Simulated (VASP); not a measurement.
Li, 2 atoms in the cell. It takes space group P6_3/mmc (No. 194, hexagonal). The conventional cell has a = 2.820 Å, b = 2.820 Å, c = 4.585 Å, α = 90.00°, β = 90.00°, γ = 120.00°. Li (site symmetry -6m2) has 12 Li at 2.81 to 2.82 Å within 3.7 Å. This isn't the form of Li at room conditions, which is bcc.

```yaml
Program: VASP 6.6.1
Task: single point
Functional: PBEsol
Potentials_or_basis: VASP PAW PBE potentials, release 64 (Li_sv)
Cutoff: 520 eV
k_mesh: 10 × 10 × 5
Occupations: fermi-dirac, width 0.05 eV
Spin: no spin polarisation
Dipole_correction: no
Further_INCAR_settings: ALGO = Normal; EDIFF = 1e-06; NBANDS = 10
```

Potentials or basis: VASP PAW PBE potentials, release 64 (Li_sv).

Run with:

```sh
$ cat potpaw_PBE.64/Li_sv/POTCAR > POTCAR
$ mpirun -np 1 vasp_std > vasp.out
```

Hardware: 1 thread of Intel Xeon 8259CL, on a shared host.

**Question.** How long does it take, and how much memory?

**Answer.** It took 10 s on 1 thread of Intel Xeon 8259CL (shared host), peak memory 0.14 GiB. Counts: scf iterations 11, k points 42.
